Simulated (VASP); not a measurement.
Input of a VASP 6.6.1 run:

The input POSCAR:

```
GaN
1.0
    3.1831024616      0.0000000000      0.0000000000
   -1.5915512308      2.7566475946      0.0000000000
    0.0000000000      0.0000000000      5.1835786462
Ga N
2 2
Direct
    0.3333333333      0.6666666667     -0.0008903345
    0.6666666667      0.3333333333      0.4991096655
    0.3333333333      0.6666666667      0.3758903345
    0.6666666667      0.3333333333      0.8758903345
```

File INCAR.step1:

```
SYSTEM = GaN
ALGO = Normal
EDIFF = 1E-4
ENCUT = 520
GGA = PE
ISMEAR = -1
LASPH = .TRUE.
LCHARG = .FALSE.
LREAL = .FALSE.
LWAVE = .TRUE.
NBANDS = 26
NELM = 60
PREC = Accurate
SIGMA = 0.1
```

The input INCAR.step2:

```
SYSTEM = GaN
ALGO = Normal
EDIFF = 1E-6
ENCUT = 520
ISIF = 2
ISMEAR = -1
ISTART = 1
LASPH = .TRUE.
LCHARG = .FALSE.
LMIXTAU = .TRUE.
LREAL = .FALSE.
LWAVE = .FALSE.
METAGGA = R2SCAN
NBANDS = 26
NELM = 60
PREC = Accurate
SIGMA = 0.1
```

The input KPOINTS:

```
k-points
0
G
  10 10 6
  0 0 0
```

Potentials or basis: VASP PAW PBE potentials, release 64 (Ga_d, N).

Command:

```sh
$ cat potpaw_PBE.64/Ga_d/POTCAR potpaw_PBE.64/N/POTCAR > POTCAR
$ cp INCAR.step1 INCAR
$ mpirun -np 1 vasp_std > vasp.out
$ cp INCAR.step2 INCAR
$ mpirun -np 1 vasp_std > vasp.out
```

(1) Predict the pressure.

(2) Estimate the band gap on the k mesh.

Results:

(1) 1.1 GPa.

(2) 2.34 eV.

Caveat: the PAW data sets were made with another functional, which shifts forces and pressure a little.
